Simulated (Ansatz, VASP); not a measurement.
**Two plane-wave programs on Sn4CO5**

Contents of INCAR:

```
SYSTEM = Sn4CO5
ALGO     = Normal         ! electronic algorithm
DIPOL    = 0.5 0.5 0.322
EDIFF    = 1E-6           ! SCF threshold, eV
ENCUT    = 520            ! plane-wave cutoff, eV
GGA      = PE             ! functional
IDIPOL   = 3            
ISIF     = 2              ! what is computed and relaxed
ISMEAR   = 0              ! smearing method
IVDW     = 12             ! dispersion correction
LASPH    = .TRUE.         ! aspherical terms in the spheres
LCHARG   = .TRUE.         ! write CHGCAR
LDIPOL   = .TRUE.       
LELF     = .TRUE.         ! ELF
LREAL    = .FALSE.        ! projectors in reciprocal space
LVACPOTAV= .TRUE.       
LVHAR    = .TRUE.       
LWAVE    = .FALSE.        ! write WAVECAR
NBANDS   = 56             ! bands
NELM     = 80             ! most SCF steps
PREC     = Accurate       ! precision mode
SIGMA    = 0.1            ! smearing width, eV
```

Contents of KPOINTS:

```
k-points
0
G
  7 5 1
  0 0 0
```

Contents of POSCAR:

```
Sn4CO5
1.0
    3.8363720907      0.0000000000      0.0000000000
    0.0000000000      6.1139356269      0.0000000000
    0.0000000000      0.0000000000     23.5716647277
O Sn C
5 4 1
Direct
    0.0000000000      0.3937311019      0.1696952696
    0.5000000000      0.5905966528      0.2330578881
    0.0000000000      0.7891442682      0.2961091540
    0.5000000000      0.9914786557      0.3572791665
    0.5000000000      0.9914786557      0.5269744361
    0.5000000000      0.2462583270      0.2005207373
    0.0000000000      0.7380694276      0.2022324204
    0.5000000000      0.6484830792      0.3298598435
    0.0000000000      0.1189669824      0.3265941608
    0.5000000000      0.9914786557      0.5757618261
```

Input for Ansatz:

```yaml
crystal:
  lattice:
    - [3.8363720907, 0.0, 0.0]
    - [0.0, 6.1139356269, 0.0]
    - [0.0, 0.0, 23.5716647277]
  atoms:
    - { symbol: O, position: [0.0, 0.3937311019, 0.1696952696] }
    - { symbol: Sn, position: [0.5, 0.246258327, 0.2005207373] }
    - { symbol: Sn, position: [0.0, 0.7380694276, 0.2022324204] }
    - { symbol: O, position: [0.5, 0.5905966528, 0.2330578881] }
    - { symbol: O, position: [0.0, 0.7891442682, 0.296109154] }
    - { symbol: Sn, position: [0.5, 0.6484830792, 0.3298598435] }
    - { symbol: Sn, position: [0.0, 0.1189669824, 0.3265941608] }
    - { symbol: O, position: [0.5, 0.9914786557, 0.3572791665] }
    - { symbol: O, position: [0.5, 0.9914786557, 0.5269744361] }
    - { symbol: C, position: [0.5, 0.9914786557, 0.5757618261] }
basis:
  ecutwfc: 420
kpoints:
  mp_grid: { grid: [7, 5, 1] }
hamiltonian:
  xc: pbe
  pseudopotentials: { kind: paw, azcp: { folder: soft_1 } }
  dispersion: d3bj
scf:
  occupations: { method: gaussian, width: 0.1 }
output:
  forces: true
  eigenvalues: true
  write_density: true
  write_potential: true
  elf: true
  volumetric_format: npy
efield:
  axis: 3
  dipole_correction: true
  ramp_width: 0.04
```

Alike in both runs: task single point; functional PBE; dispersion D3(BJ); k mesh 7 × 5 × 1; occupations gaussian, width 0.1 eV; no spin polarisation.

|  | VASP | Ansatz |
| --- | --- | --- |
| version | VASP 6.6.1 | Ansatz 0.2.0 |
| potentials or method | VASP PAW PBE potentials, release 64 (O, Sn_d, C), cutoff 520 eV | scalar-relativistic, plane waves, PAW |
| valence electrons in the cell | 90 | 90 |

Ansatz gave:

| Quantity | Value |
| --- | --- |
| gap on the k mesh at the Fermi level (eV) | 0.91 |
| least direct gap on the mesh (eV) | 0.96 |
| rms of the force components (eV/Å) | 0.512 |

**Question.** What did VASP give for the same quantities?

**Answer.** gap on the k mesh at the Fermi level (eV): 0.90; least direct gap on the mesh (eV): 0.95; rms of the force components (eV/Å): 0.363.

One of these differences is far larger than is usual between the two programs; its cause wasn't traced. Ansatz's warnings: xc potential rough in thin density.

Noted on VASP's run: the standard files for N, O and F lose accuracy on very short bonds.
